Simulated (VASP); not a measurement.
# BAs in VASP: single point with PBE+D3(BJ)

Aim: the single point of BAs with PBE+D3(BJ).

Everything below comes from runs of VASP 6.6.1. Logs are shortened: lines on timing, memory, paths and dates and some standing lists are left out, and cuts for length are marked.

## (1) The cell of the first run

The cell holds a sheet with vacuum, 2 atoms: a = 3.375 Å, b = 3.375 Å, c = 23.800 Å, α = 90.00°, β = 90.00°, γ = 120.00°.

## (2) Single point, PBE+D3(BJ)

Input file INCAR:

```
  PREC = Accurate
  ENCUT = 420
  EDIFF = 1E-6
  ISMEAR = 0
  SIGMA = 0.03
  LREAL = False
  LASPH = True
  NELM = 120
  ALGO = Normal
  ISIF = 2
  LWAVE = False
  LCHARG = True
  LDIPOL = True
  IDIPOL = 3
  DIPOL = 0.5 0.5 0.294
  GGA = PE
  IVDW = 12
  LELF = True
  LVHAR = True
  LVACPOTAV = True
  NBANDS = 11
  GGA_COMPAT = False
  NELMDL = -8
```

Input file KPOINTS:

```
Automatic mesh
0
Gamma
  12 12 1
```

Input file POSCAR:

```
BAs
1.0
    3.3751402914      0.0000000000      0.0000000000
   -1.6875701457      2.9229572337      0.0000000000
    0.0000000000      0.0000000000     23.8000000000
B As
1 1
Direct
    0.3333333333      0.6666666667      0.2941176471
    0.6666666667      0.3333333333      0.2941176471
```

Potentials or basis: VASP PAW PBE potentials, release 64 (B, As).

Run with:

```sh
$ cat potpaw_PBE.64/B/POTCAR potpaw_PBE.64/As/POTCAR > POTCAR
$ mpirun -np 1 vasp_std > vasp.out
```

OUTCAR:

```text
PREC = Accurate
   ENCUT = 420
   EDIFF = 1E-6
   ISMEAR = 0
   LREAL = False
   LASPH = True
   NELM = 120
   ISIF = 2
   GGA = PE
   IVDW = 12
   NELMDL = -8
 IVDW          = 12

 ion  position               nearest neighbor table
   1  0.333  0.667  0.294-   2 1.95   2 1.95   2 1.95
   2  0.667  0.333  0.294-   1 1.95   1 1.95   1 1.95

  LATTYP: Found a hexagonal cell.
 ALAT       =     3.3751402914
 C/A-ratio  =     7.0515587339

  Lattice vectors:

 A1 = (   3.3751402914,   0.0000000000,   0.0000000000)
 A2 = (  -1.6875701457,   2.9229572337,   0.0000000000)
 A3 = (   0.0000000000,   0.0000000000,  23.8000000000)

Analysis of symmetry for initial positions (statically):
=====================================================================
 Subroutine PRICEL returns:
 Original cell was already a primitive cell.

 Routine SETGRP: Setting up the symmetry group for a
 hexagonal supercell.

 Subroutine GETGRP returns: Found 12 space group operations
 (whereof  6 operations were pure point group operations)
 out of a pool of 24 trial point group operations.

The static configuration has the point symmetry C_3v.
 The point group associated with its full space group is D_3h.

Analysis of symmetry for dynamics (positions and initial velocities):
=====================================================================
 Subroutine PRICEL returns:
 Original cell was already a primitive cell.

 Routine SETGRP: Setting up the symmetry group for a
 hexagonal supercell.

 Subroutine GETGRP returns: Found 12 space group operations
 (whereof  6 operations were pure point group operations)
 out of a pool of 24 trial point group operations.

The dynamic configuration has the point symmetry C_3v.
 The point group associated with its full space group is D_3h.

 Subroutine INISYM returns: Found 12 space group operations
 (whereof  6 operations are pure point group operations),
 and found     1 'primitive' translations

----------------------------------------------------------------------------------------

                                     Primitive cell

  volume of cell :     234.7963

  direct lattice vectors                    reciprocal lattice vectors
     3.375140291  0.000000000  0.000000000     0.296283980  0.171059636  0.000000000
    -1.687570146  2.922957234  0.000000000     0.000000000  0.342119272  0.000000000
     0.000000000  0.000000000 23.800000000     0.000000000  0.000000000  0.042016807

  length of vectors
     3.375140291  3.375140291 23.800000000     0.342119272  0.342119272  0.042016807

  position of ions in fractional coordinates (direct lattice)
     0.333333333  0.666666667  0.294117647
[... 88 lines left out ...]
   EFERMI_NEDOS =   21; number of points for ismear=-14 and -15
   IALGO  =     38    algorithm
   IMIX   =      4    mixing-type and parameters
     AMIX     =   0.40;   BMIX     =  1.00
     AMIX_MAG =   1.60;   BMIX_MAG =  1.00
  volume/ion in A,a.u.               =     117.40       792.24
  Fermi-wavevector in a.u.,A,eV,Ry     =   0.530731  1.002936  3.832426  0.281675
  Thomas-Fermi vector in A             =   1.553428
   LORBIT       =      0    0 simple, 1 ext, 2 COOP (PROOUT), +10 PAW based schemes
   GGA     = PE    functional components
   LHFCALC =     F    Hartree Fock is set to
   AEXX    =    0.0000 exact exchange contribution
   IVDW    =    12    specifies the selected vdW correction
   LEPSILON=     F    determine dielectric tensor
   LRPA    =     F    only Hartree local field effects (RPA)
 non-spin polarized calculation
 Gauss-broadening in eV      SIGMA  =   0.03
  energy-cutoff  :      420.00
  volume of cell :      234.80
 maximum number of plane-waves:      4621
 NGX is ok and might be reduce to    24
   NGX = 11   NGY = 11   NGZ = 79

 dipolmoment           0.000000      0.000000     -0.000000 electrons x Angstroem

 number of electron       7.9999999 magnetization

 dipolmoment           0.000000      0.000000      0.000000 electrons x Angstroem

 Free energy of the ion-electron system (eV)
  ---------------------------------------------------
  ext. energy  EPLUGINS =         0.00000000
  ---------------------------------------------------
  free energy    TOTEN  =       -10.64100022 eV

  energy without entropy =      -10.64100022  energy(sigma->0) =      -10.64100022

 E-fermi :  -3.4952     XC(G=0):  -1.8193

 val. band max:       -3.6500196488   @ k =   0.3333   0.3333   0.0000
 cond. band min:      -2.9067713380   @ k =   0.3333   0.3333   0.0000
 fundamental gap:      0.7432483107
 Fermi energy:        -3.4952217692

 k-point     1 :       0.0000    0.0000    0.0000
  band No.  band energies     occupation
      1     -17.5083      2.00000
      2      -7.6077      2.00000
      3      -5.1733      2.00000
      4      -5.1733      2.00000
      5      -0.0470      0.00000
      6       0.2369      0.00000
      7       0.9794      0.00000
      8       1.1892      0.00000
      9       1.1892      0.00000
     10       1.3194      0.00000
     11       1.9360      0.00000
[... 239 lines left out ...]
 k-point    19 :       0.3333    0.3333    0.0000
  band No.  band energies     occupation
      1     -14.5825      2.00000
      2     -11.5666      2.00000
      3      -9.6704      2.00000
      4      -3.6500      2.00000
      5      -2.9068      0.00000
      6       2.7460      0.00000
      7       2.9867      0.00000
      8       4.8251      0.00000
      9       5.5143      0.00000
     10       5.8745      0.00000
     11       6.3049      0.00000

------------------------ aborting loop because EDIFF is reached ----------------------------------------

 Edisp (eV)   -0.26239

 E8    (eV) :    -0.1114

  FORCE on cell =-STRESS in cart. coord.  units (eV):
  Direction    XX          YY          ZZ          XY          YZ          ZX
  --------------------------------------------------------------------------------------
  -------------------------------------------------------------------------------------
  Total       0.19609     0.19609    -0.00641     0.00000     0.00000     0.00000
  in kB       1.33805     1.33805    -0.04371     0.00000     0.00000     0.00000
  external pressure =        0.88 kB  Pullay stress =        0.00 kB

 VOLUME and BASIS-vectors are now :
 -----------------------------------------------------------------------------
  energy-cutoff  :      420.00
  volume of cell :      234.80
      direct lattice vectors                 reciprocal lattice vectors
     3.375140291  0.000000000  0.000000000     0.296283980  0.171059636  0.000000000
    -1.687570146  2.922957234  0.000000000     0.000000000  0.342119272  0.000000000
     0.000000000  0.000000000 23.800000000     0.000000000  0.000000000  0.042016807

 POSITION                                       TOTAL-FORCE (eV/Angst)
 -----------------------------------------------------------------------------------
     -0.00000      1.94864      7.00000        -0.000000      0.000000      0.000000
      1.68757      0.97432      7.00000         0.000000      0.000000      0.000000
 -----------------------------------------------------------------------------------
    total drift:                                0.000001     -0.000000      0.000004

  FREE ENERGIE OF THE ION-ELECTRON SYSTEM (eV)
  ---------------------------------------------------
  free  energy   TOTEN  =       -10.9033921277 eV

  energy  without entropy=      -10.9033921277  energy(sigma->0) =      -10.90339213

 vacuum level on the upper side and lower side of the slab         1.238         1.238
```

It took 29 s on 1 thread of Intel Xeon 6975P-C (Granite Rapids), shared host; peak memory 0.29 GiB.

Results:

```yaml
Free_energy: -10.9034 eV
Band_gap_on_the_k_mesh: 0.74 eV
Dispersion_energy_per_atom: -0.131 eV
```

Caveat: semilocal functionals underestimate gaps, and a narrow one can read as zero.
